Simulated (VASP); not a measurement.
A run of VASP 6.6.1 is set up as follows.

Contents of INCAR:

```
PREC = Accurate ; ENCUT = 520
EDIFF = 1E-6 ; ISMEAR = 0
SIGMA = 0.01 ; LREAL = False
LASPH = True ; NELM = 80
ALGO = Normal ; ISIF = 2
LWAVE = False ; LCHARG = True
GGA = PE ; LELF = True
LVHAR = True ; NBANDS = 24
```

The input KPOINTS:

```
regular mesh
0
Gamma
  6 6 6
```

The input POSCAR:

```
K2IF
1.0
    2.2181348148      1.2806407324      7.5793917958
   -2.2181348148      1.2806407324      7.5793917958
    0.0000000000     -2.5612814648      7.5793917958
F I K
1 1 2
Direct
    1.0000000000      0.0000000000      0.0000000000
    0.5000000000      0.5000000000      0.5000000000
    0.2704050987      0.2704050987      0.2704050987
    0.7295949013      0.7295949013      0.7295949013
```

Potentials or basis: VASP PAW PBE potentials, release 64 (F, I, K_sv).

Launch:

```sh
$ cat potpaw_PBE.64/F/POTCAR potpaw_PBE.64/I/POTCAR potpaw_PBE.64/K_sv/POTCAR > POTCAR
$ mpirun -np 1 vasp_std > vasp.out
```

Problem. What does it give for the band gap on the k mesh?

Solution. 2.98 eV.

Problem. What does it give for the pressure?

Solution. -0.5 GPa.

Forces on the atoms (eV/Å):
```
F    0.000  0.000  0.000
I    0.000  0.000  0.000
K    0.000  0.000 -0.037
K    0.000  0.000  0.037
```

Caveat: spin-orbit coupling is left out, which moves the levels of the heavy elements. A k mesh can miss the band edges.
